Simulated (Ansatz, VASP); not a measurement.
# Two plane-wave programs on NbTe

```
CELL_PARAMETERS angstrom
3.79920 0.00000 0.00000
-1.89960 3.29020 0.00000
0.00000 0.00000 3.79021
ATOMIC_POSITIONS crystal
Nb 0.00000 0.00000 0.50000
Te 0.66667 0.33333 0.00000
```

Alike in both runs: task single point; functional PBEsol; k mesh 7 × 7 × 6; occupations fermi-dirac, width 0.1 eV; no spin polarisation.

```csv
,VASP,Ansatz
version,VASP 6.6.1,Ansatz 0.2.0
potentials or method,"VASP PAW PBE potentials, release 64 (Nb_sv, Te), cutoff 500 eV","plane waves, PAW"
valence electrons in the cell,19,29
```

```csv
,VASP,Ansatz,Ansatz less VASP
pressure (GPa),-12.2,-12.1,+0.07
"traceless stress, the component that is largest in VASP (GPa)",-1.62,-1.60,+0.015
```

VASP's potentials were made for PBE, not for PBEsol. With one functional, cell and mesh, what is left measures potentials, basis and numerics. VASP's potentials hold 19 valence electrons a cell and Ansatz's 29, so a difference there can come from the potentials and not from the codes.

Neither program's run includes spin-orbit coupling.
